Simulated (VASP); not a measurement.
# NaH (Fm-3m) in VASP: notebook, part 2 of 2

VASP 6.6.1. Earlier steps stand in the parts before.

## Step 4: Relaxation of cell and atoms, PBEsol

This run uses another cell than the first one, of 7.83 Å³/atom.

Contents of INCAR:

```
  PREC = Accurate
  ENCUT = 500
  EDIFF = 1E-7
  ISMEAR = -1
  SIGMA = 0.03
  LREAL = False
  LASPH = True
  NELM = 120
  ALGO = Normal
  ISIF = 3
  LWAVE = False
  LCHARG = False
  GGA = PS
  IBRION = 2
  NSW = 100
  EDIFFG = -0.01
  GGA_COMPAT = False
  NELMIN = 4
```

Contents of KPOINTS:

```
Automatic mesh
0
Gamma
  10 10 10
```

Contents of POSCAR:

```
NaH
1.0
    0.0000000000      1.9855990000      1.9855990000
    1.9855990000      0.0000000000      1.9855990000
    1.9855990000      1.9855990000      0.0000000000
Na H
1 1
Direct
    0.0000000000      0.0000000000      0.0000000000
    0.5000000000      0.5000000000      0.5000000000
```

Potentials or basis: VASP PAW PBE potentials, release 64 (Na_pv, H).

On the command line:

```bash
> cat potpaw_PBE.64/Na_pv/POTCAR potpaw_PBE.64/H/POTCAR > POTCAR
> mpirun -np 1 vasp_std > vasp.out
```

OUTCAR:

```text
PREC = Accurate
   ENCUT = 500
   EDIFF = 1E-7
   ISMEAR = -1
   LREAL = False
   LASPH = True
   NELM = 120
   ISIF = 3
   GGA = PS
   IBRION = 2
   NSW = 100
   EDIFFG = -0.01
   NELMIN = 4

 ion  position               nearest neighbor table
   1  0.000  0.000  0.000-
   2  0.500  0.500  0.500-

  LATTYP: Found a face centered cubic cell.
 ALAT       =     3.9711980000

  Lattice vectors:

 A1 = (   0.0000000000,   1.9855990000,   1.9855990000)
 A2 = (   1.9855990000,   0.0000000000,   1.9855990000)
 A3 = (   1.9855990000,   1.9855990000,   0.0000000000)

Analysis of symmetry for initial positions (statically):
=====================================================================
 Subroutine PRICEL returns:
 Original cell was already a primitive cell.

 Routine SETGRP: Setting up the symmetry group for a
 face centered cubic supercell.

 Subroutine GETGRP returns: Found 48 space group operations
 (whereof 48 operations were pure point group operations)
 out of a pool of 48 trial point group operations.

The static configuration has the point symmetry O_h .

Analysis of symmetry for dynamics (positions and initial velocities):
=====================================================================
 Subroutine PRICEL returns:
 Original cell was already a primitive cell.

 Routine SETGRP: Setting up the symmetry group for a
 face centered cubic supercell.

 Subroutine GETGRP returns: Found 48 space group operations
 (whereof 48 operations were pure point group operations)
 out of a pool of 48 trial point group operations.

The dynamic configuration has the point symmetry O_h .

 Subroutine INISYM returns: Found 48 space group operations
 (whereof 48 operations are pure point group operations),
 and found     1 'primitive' translations

----------------------------------------------------------------------------------------

                                     Primitive cell

  volume of cell :      15.6569

  direct lattice vectors                    reciprocal lattice vectors
     0.000000000  1.985599000  1.985599000    -0.251813181  0.251813181  0.251813181
     1.985599000  0.000000000  1.985599000     0.251813181 -0.251813181  0.251813181
     1.985599000  1.985599000  0.000000000     0.251813181  0.251813181 -0.251813181

  length of vectors
     2.808061035  2.808061035  2.808061035     0.436153223  0.436153223  0.436153223

  position of ions in fractional coordinates (direct lattice)
     0.000000000  0.000000000  0.000000000
     0.500000000  0.500000000  0.500000000

  ion indices of the primitive-cell ions
   primitive index   ion index
                 1           1
                 2           2

----------------------------------------------------------------------------------------

 KPOINTS: Automatic mesh

Automatic generation of k-mesh.
 Grid dimensions read from file:
 generate k-points for:   10   10   10

 Generating k-lattice:

  Cartesian coordinates                     Fractional coordinates (reciprocal lattice)
    -0.025181318  0.025181318  0.025181318     0.100000000  0.000000000  0.000000000
     0.025181318 -0.025181318  0.025181318     0.000000000  0.100000000  0.000000000
     0.025181318  0.025181318 -0.025181318     0.000000000  0.000000000  0.100000000

  Length of vectors
     0.043615322  0.043615322  0.043615322

  Shift w.r.t. Gamma in fractional coordinates (k-lattice)
     0.000000000  0.000000000  0.000000000

 Subroutine IBZKPT returns following result:
 ===========================================

 Found     47 irreducible k-points:

 Following reciprocal coordinates:
            Coordinates               Weight
  0.000000  0.000000  0.000000      1.000000
  0.100000  0.000000  0.000000      8.000000
  0.200000  0.000000  0.000000      8.000000
  0.300000  0.000000  0.000000      8.000000
  0.400000  0.000000  0.000000      8.000000
  0.500000  0.000000  0.000000      4.000000
[... 16 lines left out ...]
  0.300000  0.300000  0.000000      6.000000
  0.400000  0.300000  0.000000     24.000000
 [... further k-points ...]
   k-points           NKPTS =     47   k-points in BZ     NKDIM =     47   number of bands    NBANDS=      8
   number of dos      NEDOS =    301   number of ions     NIONS =      2
   total plane-waves  NPLWV =   8000
   dimension x,y,z NGX =    20 NGY =   20 NGZ =   20
   dimension x,y,z NGXF=    40 NGYF=   40 NGZF=   40
   ions per type =               1   1
   NGX,Y,Z   is equivalent  to a cutoff of  11.84, 11.84, 11.84 a.u.
   NGXF,Y,Z  is equivalent  to a cutoff of  23.68, 23.68, 23.68 a.u.
 SYSTEM =  unknown system
   PREC   = accura    normal or accurate (medium, high low for compatibility)
   ISTART =      0    job   : 0-new  1-cont  2-samecut
   ICHARG =      2    charge: 1-file 2-atom 10-const
   ISPIN  =      1    spin polarized calculation?
   LNONCOLLINEAR =      F non collinear calculations
   LSORBIT =      F    spin-orbit coupling
   LASPH  =      T    aspherical Exc in radial PAW
   ENCUT  =  500.0 eV  36.75 Ry    6.06 a.u.   5.12  5.12  5.12*2*pi/ulx,y,z
   NELM   =    120;   NELMIN=  4; NELMDL= -5     # of ELM steps
   EDIFF  = 0.1E-06   stopping-criterion for ELM
   LREAL  =      F    real-space projection
   EDIFFG = -.1E-01   stopping-criterion for IOM
   NSW    =    100    number of steps for IOM
   IBRION =      2    ionic relax: 0-MD 1-quasi-New 2-CG
   NFREE  =      1    steps in history (QN), initial steepest desc. (CG)
   ISIF   =      3    stress and relaxation
   ISYM   =      2    0-nonsym 1-usesym 2-fastsym
   POTIM  = 0.5000    time-step for ionic-motion
   TEBEG  =    0.0;   TEEND  =   0.0 temperature during run
   PSTRESS=    0.0 pullay stress
   NELECT =       8.0000    total number of electrons
   NUPDOWN=      -1.0000    fix difference up-down
   EMIN   =  10.00;   EMAX   =-10.00  energy-range for DOS
   EFERMI =   0.00;   METHOD = LEGACY
   ISMEAR =    -1;   SIGMA  =   0.03  broadening in eV -4-tet -1-fermi 0-gaus
   EFERMI_NEDOS =   21; number of points for ismear=-14 and -15
   IALGO  =     38    algorithm
   IMIX   =      4    mixing-type and parameters
     AMIX     =   0.40;   BMIX     =  1.00
     AMIX_MAG =   1.60;   BMIX_MAG =  1.00
  volume/ion in A,a.u.               =       7.83        52.83
  Fermi-wavevector in a.u.,A,eV,Ry     =   1.308790  2.473254 23.305843  1.712931
  Thomas-Fermi vector in A             =   2.439433
   LORBIT       =      0    0 simple, 1 ext, 2 COOP (PROOUT), +10 PAW based schemes
   GGA     = PS    functional components
   LHFCALC =     F    Hartree Fock is set to
   AEXX    =    0.0000 exact exchange contribution
   IVDW    =     0    specifies the selected vdW correction
   LEPSILON=     F    determine dielectric tensor
   LRPA    =     F    only Hartree local field effects (RPA)
 conjugate gradient relaxation of ions
 non-spin polarized calculation
  energy-cutoff  :      500.00
  volume of cell :       15.66
 maximum number of plane-waves:       411
   NGX = 11   NGY = 11   NGZ = 11

--------------------------------------- Ionic step        1  -------------------------------------------

 number of electron       8.0000008 magnetization

 Free energy of the ion-electron system (eV)
  ---------------------------------------------------
  ext. energy  EPLUGINS =         0.00000000
  ---------------------------------------------------
  free energy    TOTEN  =        -4.15429653 eV

  energy without entropy =       -4.15429653  energy(sigma->0) =       -4.15429653

 E-fermi :   2.2140     XC(G=0): -10.1741

 val. band max:        1.5393605274   @ k =  -0.3000   0.5000   0.2000
 cond. band min:       6.2198280680   @ k =   0.5000   0.0000   0.0000
 fundamental gap:      4.6804675406
 Fermi energy:         2.2139696184

 k-point     1 :       0.0000    0.0000    0.0000
  band No.  band energies     occupation
      1     -19.7532      2.00000
      2     -19.7532      2.00000
      3     -19.7532      2.00000
      4      -4.0341      2.00000
      5      18.4687      0.00000
      6      21.8749      0.00000
      7      21.8749      0.00000
      8      21.8749      0.00000
[... 703 lines left out ...]
  energy  without entropy=       -5.0422582438  energy(sigma->0) =       -5.04225824

--------------------------------------- Ionic step        6  -------------------------------------------

 number of electron       7.9999996 magnetization

 Free energy of the ion-electron system (eV)
  ---------------------------------------------------
  ext. energy  EPLUGINS =         0.00000000
  ---------------------------------------------------
  free energy    TOTEN  =        -5.04320806 eV

  energy without entropy =       -5.04320806  energy(sigma->0) =       -5.04320806

 E-fermi :  -0.2981     XC(G=0):  -8.0462

 val. band max:       -0.9560503347   @ k =  -0.3000   0.5000   0.2000
 cond. band min:       2.6932723531   @ k =   0.5000   0.0000   0.0000
 fundamental gap:      3.6493226877
 Fermi energy:        -0.2981411686

 k-point     1 :       0.0000    0.0000    0.0000
  band No.  band energies     occupation
      1     -22.8557      2.00000
      2     -22.8557      2.00000
      3     -22.8557      2.00000
      4      -4.7980      2.00000
      5       9.8914      0.00000
      6      14.7967      0.00000
      7      14.7967      0.00000
      8      14.7967      0.00000
[... 282 lines left out ...]
  FREE ENERGIE OF THE ION-ELECTRON SYSTEM (eV)
  ---------------------------------------------------
  free  energy   TOTEN  =        -5.0432080646 eV

  energy  without entropy=       -5.0432080646  energy(sigma->0) =       -5.04320806

 reached required accuracy - stopping structural energy minimisation
```

Wall time 10 s (1 thread of Intel Xeon 6975P-C (Granite Rapids), shared host); peak memory 0.12 GiB.

Results:

* Free energy: -5.0432 eV
* Relaxed volume: 13.48 Å³/atom
* Relaxed cell: a = 3.365 Å, b = 3.365 Å, c = 3.365 Å, α = 60.00°, β = 60.00°, γ = 60.00°
* Space group after relaxing (to 0.1 Å): Fm-3m (No. 225)
* Energy gained by relaxing: 444.5 meV/atom
* Ionic steps: 6
* Pressure after relaxing: -0.1 GPa
* Band gap on the k mesh: 3.65 eV (least direct gap 4.55 eV)

The path:
| step | energy change (eV) | largest force (eV/Å) | pressure (GPa) | volume (Å³) |
| --- | --- | --- | --- | --- |
| 1 | 0.0000 | 0.0000 | 39.47 | 15.66 |
| 2 | -0.6978 | 0.0000 | 11.97 | 20.45 |
| 3 | -0.8609 | 0.0000 | 3.49 | 24.06 |
| 4 | -0.8187 | 0.0000 | -3.47 | 32.52 |
| 5 | -0.8880 | 0.0000 | -0.52 | 27.46 |
| 6 | -0.8889 | 0.0000 | -0.06 | 26.95 |

Final structure:
```
Na H
1.0
     0.00000    2.37973    2.37973
     2.37973    0.00000    2.37973
     2.37973    2.37973    0.00000
Na H
1 1
Direct
  0.00000 0.00000 0.00000
  0.50000 0.50000 0.50000
```

Caveat: the volume moved by over 15 % at a fixed basis, so the end points are rough; the PAW data sets were made with another functional, which shifts forces and pressure a little.

## Step 5: Relaxation of cell and atoms, r2SCAN+rVV10

Contents of POSCAR:

```
NaH
1.0
    0.0000000000      2.3960385192      2.3960385192
    2.3960385192      0.0000000000      2.3960385192
    2.3960385192      2.3960385192      0.0000000000
Na H
1 1
Direct
    0.0000000000      0.0000000000      0.0000000000
    0.5000000000      0.5000000000      0.5000000000
```

Contents of INCAR.step1:

```
  ALGO = Normal
  EDIFF = 1E-5
  EDIFFG = -0.005
  ENCUT = 550
  GGA = PE
  GGA_COMPAT = F
  IBRION = 2
  ISIF = 3
  ISMEAR = -1
  LASPH = T
  LCHARG = F
  LREAL = F
  LWAVE = T
  NELM = 120
  NELMIN = 4
  NSW = 100
  PREC = Accurate
  SIGMA = 0.03
```

Contents of INCAR.step2:

```
  ALGO = Normal
  BPARAM = 11.95
  CPARAM = 0.0093
  EDIFF = 1E-7
  EDIFFG = -0.01
  ENCUT = 550
  GGA_COMPAT = F
  IBRION = 2
  ISIF = 3
  ISMEAR = -1
  ISTART = 1
  IVDW_NL = 2
  LASPH = T
  LCHARG = F
  LMIXTAU = T
  LREAL = F
  LUSE_VDW = T
  LWAVE = F
  METAGGA = R2SCAN
  NELM = 120
  NELMIN = 4
  NSW = 100
  PREC = Accurate
  SIGMA = 0.03
```

Contents of KPOINTS:

```
k-points
0
Gamma
  8 8 8
```

On the command line:

```bash
> cat potpaw_PBE.64/Na_pv/POTCAR potpaw_PBE.64/H/POTCAR > POTCAR
> cp INCAR.step1 INCAR
> mpirun -np 1 vasp_std > vasp.out
> cp INCAR.step2 INCAR
> mpirun -np 1 vasp_std > vasp.out
```

Wall time 1.8 min (1 thread of Intel Xeon 6975P-C (Granite Rapids), shared host); peak memory 0.25 GiB.

It converged, with:

* Free energy: -7.3098 eV
* Relaxed volume: 13.48 Å³/atom
* Relaxed cell: a = 3.365 Å, b = 3.365 Å, c = 3.365 Å, α = 60.00°, β = 60.00°, γ = 60.00°
* Space group after relaxing (to 0.1 Å): Fm-3m (No. 225)
* Energy gained by relaxing: 0.6 meV/atom
* Ionic steps: 3
* Pressure after relaxing: 0.1 GPa
* Band gap on the k mesh: 4.40 eV (least direct gap 5.27 eV)

Step by step:
| step | energy change (eV) | largest force (eV/Å) | pressure (GPa) | volume (Å³) |
| --- | --- | --- | --- | --- |
| 1 | 0.0000 | 0.0000 | -0.52 | 27.51 |
| 2 | -0.0006 | 0.0000 | -0.36 | 27.33 |
| 3 | -0.0011 | 0.0000 | 0.07 | 26.95 |

Final structure:
```
Na H
1.0
     0.00000    2.37975    2.37975
     2.37975    0.00000    2.37975
     2.37975    2.37975    0.00000
Na H
1 1
Direct
  0.00000 0.00000 0.00000
  0.50000 0.50000 0.50000
```

Levels at points of the mesh, in eV from the valence-band top:
| k point | band 1 | band 2 | band 3 | band 4 | band 5 | band 6 | band 7 | band 8 |
| --- | --- | --- | --- | --- | --- | --- | --- | --- |
| (0.00, 0.00, 0.00) | -22.77 | -22.77 | -22.77 | -3.70 | 11.84 | 16.65 | 16.65 | 16.65 |
| (0.50, 0.00, 0.00) | -22.88 | -22.79 | -22.79 | -0.86 | 4.40 | 11.98 | 14.17 | 14.17 |
| (0.50, 0.50, 0.00) | -22.87 | -22.81 | -22.81 | -0.18 | 5.24 | 10.82 | 11.65 | 11.65 |

Caveat: the PAW data sets were made with another functional, which shifts forces and pressure a little.

## Step 6: Summary

| task | level | cell | k mesh | cutoff (eV) | gap on the mesh (eV) | pressure (GPa) | relaxed volume (Å³/atom) |
| --- | --- | --- | --- | --- | --- | --- | --- |
| single point | PBEsol | a = 3.389 Å, angles 60.0°, 2 atoms | 10 × 10 × 10 | 500 | 3.62 | -0.1 | - |
| single point | r2SCAN+rVV10 | a = 3.379 Å, angles 60.0°, 2 atoms | 8 × 8 × 8 | 550 | 4.38 | -0.3 | - |
| relaxation of cell and atoms | PBEsol | relaxed from a = 2.808 Å, angles 60.0°, 2 atoms | 10 × 10 × 10 | 500 | 3.65 | -0.1 | 13.48 |
| relaxation of cell and atoms | r2SCAN+rVV10 | relaxed from a = 3.389 Å, angles 60.0°, 2 atoms | 8 × 8 × 8 | 550 | 4.40 | 0.1 | 13.48 |

Alike in all rows: potentials or basis VASP PAW PBE potentials, release 64 (Na_pv, H); no spin polarisation; smearing fermi-dirac 0.03 eV.

Caveats: the PAW data sets were made with another functional, which shifts forces and pressure a little; the volume moved by over 15 % at a fixed basis, so the end points are rough (at least some runs).

Total energies depend on the potentials used, so only differences within one code and one set of settings carry meaning.
